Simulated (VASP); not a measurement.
# Ti (P6_3/mmc) in VASP: notebook

Ti is run at these levels: LDA; tasks: relaxation of cell and atoms.

All numbers are computed with VASP 6.6.1; they aren't measurements. Logs are shortened: lines on timing, memory, paths and dates and some standing lists are left out, and cuts for length are marked.

## (1) The cell of the first run

The structure is hexagonal, space group P6_3/mmc (No. 194). The conventional cell has a = 2.864 Å, b = 2.864 Å, c = 4.536 Å, α = 90.00°, β = 90.00°, γ = 120.00°. Within 3.7 Å of Ti (site symmetry -6m2) lie 12 Ti at 2.81 to 2.86 Å.

## (2) Relaxation of cell and atoms, LDA, target pressure 7 GPa, at which the enthalpy is minimised

INCAR

```
SYSTEM = Ti
PREC = Accurate
ENCUT = 600
EDIFF = 1E-6
ISMEAR = -1
SIGMA = 0.08
LREAL = .False.
LASPH = .True.
NELM = 100
ALGO = Normal
ISIF = 3
LWAVE = .False.
LCHARG = .False.
GGA = CA
IBRION = 2
NSW = 100
EDIFFG = -0.002
PSTRESS = 70.0
```

KPOINTS

```
Automatic mesh
0
Gamma
  18 18 10
  0 0 0
```

POSCAR

```
Ti
1.0
    2.8642175340      0.0000000000      0.0000000000
   -1.4321087670      2.4804851464      0.0000000000
    0.0000000000      0.0000000000      4.5358394173
Ti
2
Direct
    0.3333333333      0.6666666667      0.2500000000
    0.6666666667      0.3333333333      0.7500000000
```

Potentials or basis: VASP PAW LDA potentials, release 64 (Ti_sv).

Launch:

```sh
$ cat potpaw_LDA.64/Ti_sv/POTCAR > POTCAR
$ mpirun -np 1 vasp_std > vasp.out
```

OUTCAR:

```text
SYSTEM = Ti
   PREC = Accurate
   ENCUT = 600
   EDIFF = 1E-6
   ISMEAR = -1
   LREAL = .False.
   LASPH = .True.
   NELM = 100
   ISIF = 3
   GGA = CA
   IBRION = 2
   NSW = 100
   EDIFFG = -0.002
   PSTRESS = 70.0

 ion  position               nearest neighbor table
   1  0.333  0.667  0.250-   2 2.81   2 2.81   2 2.81   2 2.81   2 2.81   2 2.81
   2  0.667  0.333  0.750-   1 2.81   1 2.81   1 2.81   1 2.81   1 2.81   1 2.81

  LATTYP: Found a hexagonal cell.
 ALAT       =     2.8642175340
 C/A-ratio  =     1.5836225299

  Lattice vectors:

 A1 = (   2.8642175340,   0.0000000000,   0.0000000000)
 A2 = (  -1.4321087670,   2.4804851464,   0.0000000000)
 A3 = (   0.0000000000,   0.0000000000,   4.5358394173)

Analysis of symmetry for initial positions (statically):
=====================================================================
 Subroutine PRICEL returns:
 Original cell was already a primitive cell.

 Routine SETGRP: Setting up the symmetry group for a
 hexagonal supercell.

 Subroutine GETGRP returns: Found 24 space group operations
 (whereof 12 operations were pure point group operations)
 out of a pool of 24 trial point group operations.

The static configuration has the point symmetry D_3d.
 The point group associated with its full space group is D_6h.

Analysis of symmetry for dynamics (positions and initial velocities):
=====================================================================
 Subroutine PRICEL returns:
 Original cell was already a primitive cell.

 Routine SETGRP: Setting up the symmetry group for a
 hexagonal supercell.

 Subroutine GETGRP returns: Found 24 space group operations
 (whereof 12 operations were pure point group operations)
 out of a pool of 24 trial point group operations.

The dynamic configuration has the point symmetry D_3d.
 The point group associated with its full space group is D_6h.

 Subroutine INISYM returns: Found 24 space group operations
 (whereof 12 operations are pure point group operations),
 and found     1 'primitive' translations

----------------------------------------------------------------------------------------

                                     Primitive cell

  volume of cell :      32.2255

  direct lattice vectors                    reciprocal lattice vectors
     2.864217534  0.000000000  0.000000000     0.349135493  0.201573471  0.000000000
    -1.432108767  2.480485146  0.000000000     0.000000000  0.403146941  0.000000000
     0.000000000  0.000000000  4.535839417     0.000000000  0.000000000  0.220466359

  length of vectors
     2.864217534  2.864217534  4.535839417     0.403146941  0.403146941  0.220466359

  position of ions in fractional coordinates (direct lattice)
     0.333333333  0.666666667  0.250000000
     0.666666667  0.333333333  0.750000000

  ion indices of the primitive-cell ions
   primitive index   ion index
                 1           1
                 2           2

----------------------------------------------------------------------------------------

 KPOINTS: Automatic mesh

Automatic generation of k-mesh.
 Grid dimensions read from file:
 generate k-points for:   18   18   10

 Generating k-lattice:

  Cartesian coordinates                     Fractional coordinates (reciprocal lattice)
     0.019396416  0.011198526  0.000000000     0.055555556 -0.000000000  0.000000000
     0.000000000  0.022397052  0.000000000     0.000000000  0.055555556  0.000000000
     0.000000000  0.000000000  0.022046636     0.000000000  0.000000000  0.100000000

  Length of vectors
     0.022397052  0.022397052  0.022046636

  Shift w.r.t. Gamma in fractional coordinates (k-lattice)
     0.000000000  0.000000000  0.000000000

 Subroutine IBZKPT returns following result:
 ===========================================

 Found    222 irreducible k-points:

 Following reciprocal coordinates:
            Coordinates               Weight
  0.000000  0.000000  0.000000      1.000000
  0.055556 -0.000000  0.000000      6.000000
  0.111111 -0.000000  0.000000      6.000000
  0.166667 -0.000000  0.000000      6.000000
  0.222222 -0.000000  0.000000      6.000000
  0.277778 -0.000000  0.000000      6.000000
[... 16 lines left out ...]
  0.333333  0.111111  0.000000     12.000000
  0.388889  0.111111  0.000000     12.000000
 [... further k-points ...]
   k-points           NKPTS =    222   k-points in BZ     NKDIM =    222   number of bands    NBANDS=     16
   number of dos      NEDOS =    301   number of ions     NIONS =      2
   total plane-waves  NPLWV =  20736
   dimension x,y,z NGX =    24 NGY =   24 NGZ =   36
   dimension x,y,z NGXF=    48 NGYF=   48 NGZF=   72
   ions per type =               2
   NGX,Y,Z   is equivalent  to a cutoff of  13.93, 13.93, 13.19 a.u.
   NGXF,Y,Z  is equivalent  to a cutoff of  27.86, 27.86, 26.39 a.u.
 SYSTEM =  Ti
   PREC   = accura    normal or accurate (medium, high low for compatibility)
   ISTART =      0    job   : 0-new  1-cont  2-samecut
   ICHARG =      2    charge: 1-file 2-atom 10-const
   ISPIN  =      1    spin polarized calculation?
   LNONCOLLINEAR =      F non collinear calculations
   LSORBIT =      F    spin-orbit coupling
   LASPH  =      T    aspherical Exc in radial PAW
   ENCUT  =  600.0 eV  44.10 Ry    6.64 a.u.   5.72  5.72  9.06*2*pi/ulx,y,z
   NELM   =    100;   NELMIN=  2; NELMDL= -5     # of ELM steps
   EDIFF  = 0.1E-05   stopping-criterion for ELM
   LREAL  =      F    real-space projection
   EDIFFG = -.2E-02   stopping-criterion for IOM
   NSW    =    100    number of steps for IOM
   IBRION =      2    ionic relax: 0-MD 1-quasi-New 2-CG
   NFREE  =      1    steps in history (QN), initial steepest desc. (CG)
   ISIF   =      3    stress and relaxation
   ISYM   =      2    0-nonsym 1-usesym 2-fastsym
   POTIM  = 0.5000    time-step for ionic-motion
   TEBEG  =    0.0;   TEEND  =   0.0 temperature during run
   PSTRESS=   70.0 pullay stress
   NELECT =      24.0000    total number of electrons
   NUPDOWN=      -1.0000    fix difference up-down
   EMIN   =  10.00;   EMAX   =-10.00  energy-range for DOS
   EFERMI =   0.00;   METHOD = LEGACY
   ISMEAR =    -1;   SIGMA  =   0.08  broadening in eV -4-tet -1-fermi 0-gaus
   EFERMI_NEDOS =   21; number of points for ismear=-14 and -15
   IALGO  =     38    algorithm
   IMIX   =      4    mixing-type and parameters
     AMIX     =   0.40;   BMIX     =  1.00
     AMIX_MAG =   1.60;   BMIX_MAG =  1.00
  volume/ion in A,a.u.               =      16.11       108.73
  Fermi-wavevector in a.u.,A,eV,Ry     =   1.483925  2.804211 29.960464  2.202032
  Thomas-Fermi vector in A             =   2.597525
   LORBIT       =      0    0 simple, 1 ext, 2 COOP (PROOUT), +10 PAW based schemes
   GGA     = CA    functional components
   LHFCALC =     F    Hartree Fock is set to
   AEXX    =    0.0000 exact exchange contribution
   IVDW    =     0    specifies the selected vdW correction
   LEPSILON=     F    determine dielectric tensor
   LRPA    =     F    only Hartree local field effects (RPA)
 conjugate gradient relaxation of ions
 non-spin polarized calculation
  energy-cutoff  :      600.00
  volume of cell :       32.23
 maximum number of plane-waves:      1092
 NGX is ok and might be reduce to    24
   NGX = 11   NGY = 11   NGZ = 19

--------------------------------------- Ionic step        1  -------------------------------------------

 number of electron      24.0000003 magnetization

 Free energy of the ion-electron system (eV)
  ---------------------------------------------------
  ext. energy  EPLUGINS =         0.00000000
  ---------------------------------------------------
  free energy    TOTEN  =       -17.12113167 eV

  energy without entropy =      -17.07517240  energy(sigma->0) =      -17.09815203

------------------------ aborting loop because EDIFF is reached ----------------------------------------

  FORCE on cell =-STRESS in cart. coord.  units (eV):
  Direction    XX          YY          ZZ          XY          YZ          ZX
  --------------------------------------------------------------------------------------
  -------------------------------------------------------------------------------------
  Total       -0.0338592     -0.0338592     -0.0302899     -0.0000000     -0.0000000      0.0000000
  in kB       -1.6833987     -1.6833987     -1.5059422     -0.0000000     -0.0000000      0.0000000
  external PRESSURE =     -71.6242465 kB  Pullay stress =      70.0000000 kB
[... 23 lines left out ...]
  enthalpy is  TOTEN    =       -15.7131799635 eV   P V=        1.4079517055

--------------------------------------- Ionic step        2  -------------------------------------------

 number of electron      23.9999999 magnetization

 E-fermi :  10.1399     XC(G=0): -12.6789

 val. band max:       10.1383490709   @ k =   0.0556  -0.0000   0.5000
 cond. band min:      10.1400865018   @ k =   0.3333   0.1667   0.4000
 fundamental gap:      0.0017374309
 Fermi energy:        10.1398951472

 k-point     1 :       0.0000    0.0000    0.0000
  band No.  band energies     occupation
      1     -45.7662      2.00000
      2     -45.4721      2.00000
      3     -22.9927      2.00000
      4     -21.8648      2.00000
      5     -21.8648      2.00000
      6     -21.7056      2.00000
[... 8 lines left out ...]
     15      11.6172      0.00000
     16      11.6809      0.00000
[... 420 lines left out ...]
  band No.  band energies     occupation
      1     -45.5119      2.00000
      2     -45.4157      2.00000
      3     -22.6894      2.00000
      4     -22.4679      2.00000
      5     -22.4335      2.00000
      6     -22.1693      2.00000
[... 8 lines left out ...]
     15      11.5791      0.00000
     16      14.0061      0.00000

 [... further k-points ...]

------------------------ aborting loop because EDIFF is reached ----------------------------------------

  FORCE on cell =-STRESS in cart. coord.  units (eV):
  Direction    XX          YY          ZZ          XY          YZ          ZX
  --------------------------------------------------------------------------------------
  -------------------------------------------------------------------------------------
  Total        2.7757578      2.7757578      2.9066492      0.0000000      0.0000000     -0.0000000
  in kB      153.4518078    153.4518078    160.6878588      0.0000000      0.0000000     -0.0000000
  external PRESSURE =      85.8638248 kB  Pullay stress =      70.0000000 kB
[... 55 lines left out ...]
  FREE ENERGIE OF THE ION-ELECTRON SYSTEM (eV)
  ---------------------------------------------------
  free  energy   TOTEN  =       -17.0881832168 eV

  energy  without entropy=      -17.0440173372  energy(sigma->0) =      -17.06610028

  enthalpy is  TOTEN    =       -15.7515942347 eV   P V=        1.3365889820

[... ionic steps 4 to 12 ...]

--------------------------------------- Ionic step       13  -------------------------------------------

 number of electron      23.9999997 magnetization

------------------------ aborting loop because EDIFF is reached ----------------------------------------

  FORCE on cell =-STRESS in cart. coord.  units (eV):
  Direction    XX          YY          ZZ          XY          YZ          ZX
  --------------------------------------------------------------------------------------
  -------------------------------------------------------------------------------------
  Total        1.3444589      1.3444589      1.3464430      0.0000000     -0.0000000      0.0000000
  in kB       70.4798525     70.4798525     70.5838660      0.0000000     -0.0000000      0.0000000
  external PRESSURE =       0.5145237 kB  Pullay stress =      70.0000000 kB
[... 61 lines left out ...]
  enthalpy is  TOTEN    =       -15.7516484530 eV   P V=        1.3353123358

--------------------------------------- Ionic step       15  -------------------------------------------

 number of electron      23.9999997 magnetization

 Free energy of the ion-electron system (eV)
  ---------------------------------------------------
  ext. energy  EPLUGINS =         0.00000000
  ---------------------------------------------------
  free energy    TOTEN  =       -17.08772878 eV

  energy without entropy =      -17.04351771  energy(sigma->0) =      -17.06562325

 E-fermi :   9.4952     XC(G=0): -12.4079

 val. band max:        9.4917720586   @ k =   0.3889   0.1667   0.3000
 cond. band min:       9.5001011672   @ k =   0.3333   0.1667   0.4000
 fundamental gap:      0.0083291087
 Fermi energy:         9.4951871828

 k-point     1 :       0.0000    0.0000    0.0000
  band No.  band energies     occupation
      1     -46.4673      2.00000
      2     -46.2298      2.00000
      3     -23.6085      2.00000
      4     -22.6437      2.00000
      5     -22.6437      2.00000
      6     -22.5201      2.00000
[... 8 lines left out ...]
     15      10.9099      0.00000
     16      10.9099      0.00000
[... 420 lines left out ...]
  band No.  band energies     occupation
      1     -46.2601      2.00000
      2     -46.1824      2.00000
      3     -23.3443      2.00000
      4     -23.1597      2.00000
      5     -23.1351      2.00000
      6     -22.9028      2.00000
[... 8 lines left out ...]
     15      10.8410      0.00000
     16      13.1282      0.00000

 [... further k-points ...]

------------------------ aborting loop because EDIFF is reached ----------------------------------------

  FORCE on cell =-STRESS in cart. coord.  units (eV):
  Direction    XX          YY          ZZ          XY          YZ          ZX
  --------------------------------------------------------------------------------------
  -------------------------------------------------------------------------------------
  Total        1.3329788      1.3329788      1.3341895      0.0000000      0.0000000      0.0000000
  in kB       69.8375106     69.8375105     69.9009391      0.0000000      0.0000000      0.0000000
  external PRESSURE =      -0.1413466 kB  Pullay stress =      70.0000000 kB
[... 17 lines left out ...]
  FREE ENERGIE OF THE ION-ELECTRON SYSTEM (eV)
  ---------------------------------------------------
  free  energy   TOTEN  =       -17.0877287808 eV

  energy  without entropy=      -17.0435177103  energy(sigma->0) =      -17.06562325

  enthalpy is  TOTEN    =       -15.7516485243 eV   P V=        1.3360802565

 reached required accuracy - stopping structural energy minimisation
```

Run time: 7.5 min. Hardware: 1 thread of Intel Xeon 8259CL, shared host; peak memory 0.25 GiB.

What came out:

```yaml
Free_energy: -17.0877 eV
Relaxed_volume: 15.29 Å³/atom
Relaxed_cell: a = 2.812 Å, b = 2.812 Å, c = 4.465 Å, α = 90.00°, β = 90.00°, γ = 120.00°
Space_group_after_relaxing_to_0.1_Å: P6_3/mmc (No. 194)
Energy_change_on_relaxing_the_run_minimises_the_enthalpy: +16.7 meV/atom
Ionic_steps: 15
Pressure_after_relaxing: 7.0 GPa
Band_gap_on_the_k_mesh: zero (bands 12 and 13 overlap by 1.17 eV)
```

The path:
| step | energy change (eV) | largest force (eV/Å) | pressure (GPa) | volume (Å³) |
| --- | --- | --- | --- | --- |
| 1 | 0.0000 | 0.0000 | -0.16 | 32.23 |
| 2 | 0.1448 | 0.0000 | 15.59 | 28.98 |
| 3 | 0.0329 | 0.0000 | 6.93 | 30.59 |
| 4 | 0.0343 | 0.0000 | 7.04 | 30.56 |
| 5 | 0.0344 | 0.0000 | 7.05 | 30.56 |
| 6 | 0.0344 | 0.0000 | 7.05 | 30.56 |
| 7 | 0.0333 | 0.0000 | 6.96 | 30.58 |
| 8 | 0.0337 | 0.0000 | 6.90 | 30.57 |
| 9 | 0.0342 | 0.0000 | 6.94 | 30.56 |
| 10 | 0.0343 | 0.0000 | 7.03 | 30.56 |
| 11 | 0.0342 | 0.0000 | 7.04 | 30.56 |
| 12 | 0.0342 | 0.0000 | 7.06 | 30.56 |
| 13 | 0.0342 | 0.0000 | 7.05 | 30.56 |
| 14 | 0.0342 | 0.0000 | 7.05 | 30.56 |
| 15 | 0.0334 | 0.0000 | 6.99 | 30.58 |

Final structure:
```cif
data_structure
_symmetry_space_group_name_H-M 'P 1'
_symmetry_Int_Tables_number 1
_cell_length_a 2.8121
_cell_length_b 2.8121
_cell_length_c 4.4652
_cell_angle_alpha 90.000
_cell_angle_beta 90.000
_cell_angle_gamma 120.000
_cell_volume 30.58
loop_
_atom_site_label
_atom_site_type_symbol
_atom_site_fract_x
_atom_site_fract_y
_atom_site_fract_z
_atom_site_occupancy
Ti1 Ti 0.33333 0.66667 0.25000 1
Ti2 Ti 0.66667 0.33333 0.75000 1
```

Caveat: the cell is relaxed towards a set pressure, so the run minimises the enthalpy, not the energy. Zero-point motion and thermal expansion aren't in these numbers.

## (3) Relaxation of cell and atoms, LDA, target pressure 10 GPa, at which the enthalpy is minimised

INCAR

```
PREC = Accurate ; ENCUT = 600
EDIFF = 1E-6 ; ISMEAR = -1
SIGMA = 0.08 ; LREAL = F
LASPH = T ; NELM = 100
ALGO = Normal ; ISIF = 3
LWAVE = F ; LCHARG = F
IBRION = 2 ; NSW = 100
EDIFFG = -0.002 ; PSTRESS = 100.0
```

KPOINTS

```
Automatic mesh
0
Gamma
  18 18 10
```

POSCAR is that of step 2.

Potentials or basis: VASP PAW LDA potentials, release 64 (Ti_sv).

Launch:

```sh
$ cat potpaw_LDA.64/Ti_sv/POTCAR > POTCAR
$ mpirun -np 1 vasp_std > vasp.out
```

Run time: 13 min. Hardware: 1 thread of Intel Xeon 8259CL, shared host; peak memory 0.25 GiB.

It converged, with:

* Free energy: -17.0563 eV
* Relaxed volume: 14.99 Å³/atom
* Relaxed cell: a = 2.793 Å, b = 2.793 Å, c = 4.439 Å, α = 90.00°, β = 90.00°, γ = 120.00°
* Space group after relaxing (to 0.1 Å): P6_3/mmc (No. 194)
* Energy change on relaxing (the run minimises the enthalpy): +32.4 meV/atom
* Ionic steps: 29
* Pressure after relaxing: 10.0 GPa
* Band gap on the k mesh: zero (bands 12 and 13 overlap by 1.18 eV)

Step by step:
```tsv
step	energy change (eV)	largest force (eV/Å)	pressure (GPa)	volume (Å³)
1	0.0000	0.0000	-0.16	32.23
2	0.3046	0.0000	24.21	27.69
3	0.0629	0.0000	9.82	30.02
4	0.0656	0.0000	9.99	29.97
5	0.0684	0.0000	10.22	29.93
6	0.0632	0.0000	9.83	30.01
7	0.0637	0.0000	9.79	30.00
8	0.0647	0.0000	9.95	29.99
9	0.0643	0.0000	9.99	29.99
10	0.0640	0.0000	9.93	30.00
11	0.0639	0.0000	9.96	30.00
12	0.0638	0.0000	9.94	30.00
13	0.0647	0.0000	9.91	29.99
14	0.0655	0.0000	9.98	29.97
15	0.0655	0.0000	10.03	29.97
16	0.0651	0.0000	10.05	29.98
17	0.0649	0.0000	10.02	29.98
18	0.0650	0.0000	10.00	29.98
19	0.0651	0.0000	9.96	29.98
20	0.0657	0.0000	9.94	29.97
21	0.0675	0.0000	10.16	29.94
22	0.0664	0.0000	10.11	29.96
23	0.0660	0.0000	10.12	29.97
24	0.0658	0.0000	10.07	29.97
25	0.0658	0.0000	10.09	29.97
26	0.0657	0.0000	10.07	29.97
27	0.0657	0.0000	10.06	29.97
28	0.0657	0.0000	10.05	29.97
29	0.0648	0.0000	9.99	29.98
```

Final structure:
```yaml
crystal:
  lattice:
    - [2.79278, 0.00000, 0.00000]
    - [-1.39639, 2.41862, 0.00000]
    - [0.00000, 0.00000, 4.43906]
  atoms:
    - { symbol: Ti, position: [0.33333, 0.66667, 0.25000] }
    - { symbol: Ti, position: [0.66667, 0.33333, 0.75000] }
```

Levels at points of the mesh, in eV from the Fermi level:
```tsv
k point	band 10	band 11	band 12	band 13	band 14	band 15
(0.00, 0.00, 0.00)	-3.05	0.83	0.83	0.96	1.36	1.44
(0.50, 0.00, 0.00)	-2.50	-2.26	-0.31	0.48	0.76	1.40
(0.00, 0.00, 0.50)	-4.36	0.09	0.09	0.72	0.72	0.72
(0.50, 0.00, 0.50)	-2.94	-1.02	-1.02	1.89	1.89	2.01
```

Caveat: the cell is relaxed towards a set pressure, so the run minimises the enthalpy, not the energy. LDA usually gives volumes a few per cent too small.

[end of part 1 of 2]
